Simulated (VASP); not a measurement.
# V (a cell with a defect) in VASP: single point with PBE

Aim: the single point of V (a cell with a defect) with PBE.

Program: VASP 6.6.1. These are calculated values, not measurements. Logs are shortened: lines on timing, memory, paths and dates and some standing lists are left out, and cuts for length are marked.

## 1. The cell of the first run

The cell holds a defect, 17 atoms: a = 6.040 Å, b = 6.040 Å, c = 6.040 Å, α = 90.00°, β = 90.00°, γ = 90.00°.

## 2. Single point, PBE

INCAR reads:

```
ALGO = Normal
EDIFF = 1E-7
ENCUT = 520
GGA = PE
ISIF = 2
ISMEAR = 0
LASPH = True
LCHARG = False
LREAL = Auto
LWAVE = False
NBANDS = 124
NELM = 100
PREC = Accurate
SIGMA = 0.15
```

KPOINTS reads:

```
k-points
0
Gamma
  3 3 3
```

POSCAR reads:

```
V
1.0
    6.0400000000      0.0000000000      0.0000000000
    0.0000000000      6.0400000000      0.0000000000
    0.0000000000      0.0000000000      6.0400000000
V
17
Direct
    0.0118539735      0.0015567881      0.0036513245
    0.5083564570      0.0010784768      0.0036903974
    0.0165733444      0.5124511589      0.0037205298
    0.0242874172      0.0002701987      0.5036259934
    0.2739440397      0.2504943709      0.2488796358
    0.5066185430      0.5099316225      0.0036855960
    0.3885084437     -0.0716637417      0.5046162252
    0.7877200331      0.2877019868      0.2109096026
    0.0051549669      0.4913584437      0.5036054636
    0.2373132450      0.7230261589      0.2325215232
    0.2739269868      0.2505708609      0.7586162252
    0.5110067881      0.4998942053      0.5036720199
    0.7489678808      0.7543682119      0.2546011589
    0.7875193709      0.2871245033      0.7962264901
    0.2371140728      0.7225930464      0.7749104305
    0.7490491722      0.7544099338      0.7525869205
    0.6759225166      0.0965213576      0.5029177152
```

Potentials or basis: VASP PAW PBE potentials, release 64 (V_sv).

Started as:

```bash
$ cat potpaw_PBE.64/V_sv/POTCAR > POTCAR
$ mpirun -np 1 vasp_std > vasp.out
```

OUTCAR:

```text
EDIFF = 1E-7
   ENCUT = 520
   GGA = PE
   ISIF = 2
   ISMEAR = 0
   LASPH = True
   LREAL = Auto
   NELM = 100
   PREC = Accurate

 ion  position               nearest neighbor table
   1  0.012  0.002  0.004-  14 2.53   8 2.53  10 2.57  15 2.57  11 2.64   5 2.64  16 2.65  13 2.65

   2  0.508  0.001  0.004-  11 2.54   5 2.54  13 2.57  16 2.58  14 2.72   8 2.72  10 2.72  15 2.72

   3  0.017  0.512  0.004-  15 2.30  10 2.30   8 2.31  14 2.31  13 2.65  16 2.65  11 2.67   5 2.67

   4  0.024  0.000  0.504-  17 2.18   7 2.24   5 2.63  11 2.63  10 2.67  15 2.67  16 2.69  13 2.69
                            14 2.86   8 2.86
   5  0.274  0.250  0.249-   2 2.54   6 2.57   7 2.58  12 2.59   4 2.63   1 2.64   3 2.67   9 2.67
                            10 2.86
   6  0.507  0.510  0.004-  15 2.49  10 2.49   8 2.50  14 2.50  13 2.57  11 2.57   5 2.57  16 2.57
[... 7 lines left out ...]
  10  0.237  0.723  0.233-   7 2.25   3 2.30   6 2.49   1 2.57   9 2.57   4 2.67  12 2.69   2 2.72
                            15 2.76   5 2.86
  11  0.274  0.251  0.759-   2 2.54   6 2.57   7 2.57  12 2.59   4 2.63   1 2.64   3 2.67   9 2.67
                            15 2.86
  12  0.511  0.500  0.504-   5 2.59  11 2.59  16 2.59  13 2.59  17 2.63  15 2.69  10 2.69   7 2.69
                             8 2.75  14 2.75
  13  0.749  0.754  0.255-   6 2.57   2 2.57  12 2.59  17 2.59   3 2.65   1 2.65   9 2.68   4 2.69
                             8 2.84   7 2.85
  14  0.788  0.287  0.796-  17 2.22   3 2.31   6 2.50   8 2.50   9 2.52   1 2.53   2 2.72  12 2.75
                            16 2.84   4 2.86
  15  0.237  0.723  0.775-   7 2.25   3 2.30   6 2.49   9 2.57   1 2.57   4 2.67  12 2.69   2 2.72
                            10 2.76  11 2.86
  16  0.749  0.754  0.753-   6 2.57   2 2.58  12 2.59  17 2.60   1 2.65   3 2.65   9 2.68   4 2.69
                             7 2.84  14 2.84
  17  0.676  0.097  0.503-   7 2.01   4 2.18   8 2.21  14 2.22  13 2.59  16 2.60  12 2.63

  LATTYP: Found a simple cubic cell.
 ALAT       =     6.0400000000

  Lattice vectors:

 A1 = (   6.0400000000,   0.0000000000,   0.0000000000)
 A2 = (   0.0000000000,   6.0400000000,   0.0000000000)
 A3 = (   0.0000000000,   0.0000000000,   6.0400000000)

Analysis of symmetry for initial positions (statically):
=====================================================================
 Subroutine PRICEL returns:
 Original cell was already a primitive cell.

 Routine SETGRP: Setting up the symmetry group for a
 simple cubic supercell.

 Subroutine GETGRP returns: Found  1 space group operations
 (whereof  1 operations were pure point group operations)
 out of a pool of 48 trial point group operations.

The static configuration has the point symmetry C_1 .

Analysis of symmetry for dynamics (positions and initial velocities):
=====================================================================
 Subroutine PRICEL returns:
 Original cell was already a primitive cell.

 Routine SETGRP: Setting up the symmetry group for a
 simple cubic supercell.

 Subroutine GETGRP returns: Found  1 space group operations
 (whereof  1 operations were pure point group operations)
 out of a pool of 48 trial point group operations.

The dynamic configuration has the point symmetry C_1 .

 Subroutine INISYM returns: Found  1 space group operations
 (whereof  1 operations are pure point group operations),
 and found     1 'primitive' translations

----------------------------------------------------------------------------------------

                                     Primitive cell

  volume of cell :     220.3489

  direct lattice vectors                    reciprocal lattice vectors
     6.040000000  0.000000000  0.000000000     0.165562914  0.000000000  0.000000000
     0.000000000  6.040000000  0.000000000     0.000000000  0.165562914  0.000000000
     0.000000000  0.000000000  6.040000000     0.000000000  0.000000000  0.165562914

  length of vectors
     6.040000000  6.040000000  6.040000000     0.165562914  0.165562914  0.165562914

  position of ions in fractional coordinates (direct lattice)
     0.011853974  0.001556788  0.003651324
     0.508356457  0.001078477  0.003690397
     0.016573344  0.512451159  0.003720530
     0.024287417  0.000270199  0.503625993
     0.273944040  0.250494371  0.248879636
     0.506618543  0.509931622  0.003685596
[... 9 lines left out ...]
     0.749049172  0.754409934  0.752586921
     0.675922517  0.096521358  0.502917715

  ion indices of the primitive-cell ions
   primitive index   ion index
                 1           1
                 2           2
                 3           3
                 4           4
                 5           5
                 6           6
[... 9 lines left out ...]
                16          16
                17          17

----------------------------------------------------------------------------------------

 KPOINTS: k-points

Automatic generation of k-mesh.
 Grid dimensions read from file:
 generate k-points for:    3    3    3

 Generating k-lattice:

  Cartesian coordinates                     Fractional coordinates (reciprocal lattice)
     0.055187638  0.000000000  0.000000000     0.333333333  0.000000000  0.000000000
     0.000000000  0.055187638  0.000000000     0.000000000  0.333333333  0.000000000
     0.000000000  0.000000000  0.055187638     0.000000000  0.000000000  0.333333333

  Length of vectors
     0.055187638  0.055187638  0.055187638

  Shift w.r.t. Gamma in fractional coordinates (k-lattice)
     0.000000000  0.000000000  0.000000000

 Subroutine IBZKPT returns following result:
 ===========================================

 Found     14 irreducible k-points:

 Following reciprocal coordinates:
            Coordinates               Weight
  0.000000  0.000000  0.000000      1.000000
  0.333333  0.000000  0.000000      2.000000
  0.000000  0.333333  0.000000      2.000000
  0.000000  0.000000  0.333333      2.000000
  0.333333  0.333333  0.000000      2.000000
  0.000000  0.333333  0.333333      2.000000
  0.333333  0.000000  0.333333      2.000000
 -0.333333  0.333333  0.000000      2.000000
 -0.333333  0.000000  0.333333      2.000000
  0.000000 -0.333333  0.333333      2.000000
  0.333333  0.333333  0.333333      2.000000
 -0.333333  0.333333  0.333333      2.000000
 -0.333333 -0.333333  0.333333      2.000000
  0.333333 -0.333333  0.333333      2.000000
   k-points           NKPTS =     14   k-points in BZ     NKDIM =     14   number of bands    NBANDS=    124
   number of dos      NEDOS =    301   number of ions     NIONS =     17
   total plane-waves  NPLWV = 110592
   dimension x,y,z NGX =    48 NGY =   48 NGZ =   48
   dimension x,y,z NGXF=    96 NGYF=   96 NGZF=   96
   ions per type =              17
   NGX,Y,Z   is equivalent  to a cutoff of  13.21, 13.21, 13.21 a.u.
   NGXF,Y,Z  is equivalent  to a cutoff of  26.42, 26.42, 26.42 a.u.
 SYSTEM =  unknown system
   PREC   = accura    normal or accurate (medium, high low for compatibility)
   ISTART =      0    job   : 0-new  1-cont  2-samecut
   ICHARG =      2    charge: 1-file 2-atom 10-const
   ISPIN  =      1    spin polarized calculation?
   LNONCOLLINEAR =      F non collinear calculations
   LSORBIT =      F    spin-orbit coupling
   LASPH  =      T    aspherical Exc in radial PAW
   ENCUT  =  520.0 eV  38.22 Ry    6.18 a.u.  11.23 11.23 11.23*2*pi/ulx,y,z
   NELM   =    100;   NELMIN=  2; NELMDL= -5     # of ELM steps
   EDIFF  = 0.1E-06   stopping-criterion for ELM
   LREAL  =      T    real-space projection
   EDIFFG = 0.1E-05   stopping-criterion for IOM
   NSW    =      0    number of steps for IOM
   IBRION =     -1    ionic relax: 0-MD 1-quasi-New 2-CG
   NFREE  =      0    steps in history (QN), initial steepest desc. (CG)
   ISIF   =      2    stress and relaxation
   ISYM   =      2    0-nonsym 1-usesym 2-fastsym
   POTIM  = 0.5000    time-step for ionic-motion
   TEBEG  =    0.0;   TEEND  =   0.0 temperature during run
   PSTRESS=    0.0 pullay stress
   NELECT =     221.0000    total number of electrons
   NUPDOWN=      -1.0000    fix difference up-down
   EMIN   =  10.00;   EMAX   =-10.00  energy-range for DOS
   EFERMI =   0.00;   METHOD = LEGACY
   ISMEAR =     0;   SIGMA  =   0.15  broadening in eV -4-tet -1-fermi 0-gaus
   EFERMI_NEDOS =   21; number of points for ismear=-14 and -15
   IALGO  =     38    algorithm
   IMIX   =      4    mixing-type and parameters
     AMIX     =   0.40;   BMIX     =  1.00
     AMIX_MAG =   1.60;   BMIX_MAG =  1.00
  volume/ion in A,a.u.               =      12.96        87.47
  Fermi-wavevector in a.u.,A,eV,Ry     =   1.638710  3.096712 36.536663  2.685369
  Thomas-Fermi vector in A             =   2.729637
   LORBIT       =      0    0 simple, 1 ext, 2 COOP (PROOUT), +10 PAW based schemes
   GGA     = PE    functional components
   LHFCALC =     F    Hartree Fock is set to
   AEXX    =    0.0000 exact exchange contribution
   IVDW    =     0    specifies the selected vdW correction
   LEPSILON=     F    determine dielectric tensor
   LRPA    =     F    only Hartree local field effects (RPA)
 non-spin polarized calculation
 Gauss-broadening in eV      SIGMA  =   0.15
  energy-cutoff  :      520.00
  volume of cell :      220.35
 maximum number of plane-waves:      6031
 NGX is ok and might be reduce to    48
   NGX = 23   NGY = 23   NGZ = 23

 number of electron     221.0000019 magnetization

 Free energy of the ion-electron system (eV)
  ---------------------------------------------------
  ext. energy  EPLUGINS =         0.00000000
  ---------------------------------------------------
  free energy    TOTEN  =      -148.70262184 eV

  energy without entropy =     -148.44798080  energy(sigma->0) =     -148.57530132

 E-fermi :  10.3059     XC(G=0): -13.0759

 val. band max:       10.3047026437   @ k =   0.0000   0.3333   0.0000
 cond. band min:      10.3069789670   @ k =   0.3333   0.0000   0.3333
 fundamental gap:      0.0022763232
 Fermi energy:        10.3058854191

 k-point     1 :       0.0000    0.0000    0.0000
  band No.  band energies     occupation
      1     -53.6012      2.00000
      2     -53.4443      2.00000
      3     -53.4050      2.00000
      4     -53.3925      2.00000
      5     -53.3893      2.00000
      6     -53.3884      2.00000
[... 1739 lines left out ...]
    121      11.7934      0.00000
    122      11.8518      0.00000
 [bands above 122 left out]

------------------------ aborting loop because EDIFF is reached ----------------------------------------

  FORCE on cell =-STRESS in cart. coord.  units (eV):
  Direction    XX          YY          ZZ          XY          YZ          ZX
  --------------------------------------------------------------------------------------
  -------------------------------------------------------------------------------------
  Total       18.6172643     16.7141696     16.3619897      3.3521550     -0.0082842     -0.0024950
  in kB      135.3678807    121.5303006    118.9695673     24.3738348     -0.0602355     -0.0181417
  external PRESSURE =     125.2892495 kB  Pullay stress =       0.0000000 kB

 VOLUME and BASIS-vectors are now :
 -----------------------------------------------------------------------------
  energy-cutoff  :      520.00
  volume of cell :      220.35
      direct lattice vectors                 reciprocal lattice vectors
     6.040000000  0.000000000  0.000000000     0.165562914  0.000000000  0.000000000
     0.000000000  6.040000000  0.000000000     0.000000000  0.165562914  0.000000000
     0.000000000  0.000000000  6.040000000     0.000000000  0.000000000  0.165562914

 POSITION                                       TOTAL-FORCE (eV/Angst)
 -----------------------------------------------------------------------------------
      0.07160      0.00940      0.02205         0.007666     -0.010547      0.002535
      3.07047      0.00651      0.02229         0.002017     -0.010802      0.003407
      0.10010      3.09520      0.02247         0.012322      0.005634     -0.000503
      0.14670      0.00163      3.04190         0.009895     -0.005519     -0.000241
      1.65462      1.51299      1.50323        -0.000258     -0.006898     -0.004866
      3.05998      3.07999      0.02226         0.003335      0.001243     -0.000048
[... 9 lines left out ...]
      4.52426      4.55664      4.54562         0.002217      0.007748      0.008905
      4.08257      0.58299      3.03762         0.142833      0.163020     -0.010373
 -----------------------------------------------------------------------------------
    total drift:                                0.003410     -0.002667      0.005039

  FREE ENERGIE OF THE ION-ELECTRON SYSTEM (eV)
  ---------------------------------------------------
  free  energy   TOTEN  =      -148.7026218421 eV

  energy  without entropy=     -148.4479807958  energy(sigma->0) =     -148.57530132
```

It took 33 min on 1 thread of Intel Xeon 8259CL, shared host; peak memory 0.45 GiB.

Results:

| Quantity | Value |
| --- | --- |
| Free energy | -148.7026 eV |
| Pressure | 12.5 GPa |
| Largest force | 0.226 eV/Å |
| Band gap on the k mesh | zero (an odd number of electrons rules out a gap without spin polarisation) |

Forces in eV/Å, atoms in the order of the input:
```
V    0.008 -0.011  0.003
V    0.002 -0.011  0.003
V    0.012  0.006 -0.001
V    0.010 -0.006  0.000
V    0.000 -0.007 -0.005
V    0.003  0.001  0.000
V   -0.180 -0.135  0.008
V    0.002  0.009 -0.031
V   -0.004  0.000  0.003
V    0.002 -0.012 -0.004
V    0.001 -0.003  0.003
V   -0.001  0.006  0.001
V    0.000  0.001 -0.009
V   -0.001  0.002  0.017
V    0.001 -0.012  0.014
V    0.002  0.008  0.009
V    0.143  0.163 -0.010
```

Stress tensor (GPa, compression positive):
```
13.54  2.44  0.00
 2.44 12.15 -0.01
 0.00 -0.01 11.90
```

Caveat: atoms lie so close that the PAW spheres overlap strongly, which falsifies energies and pressures.
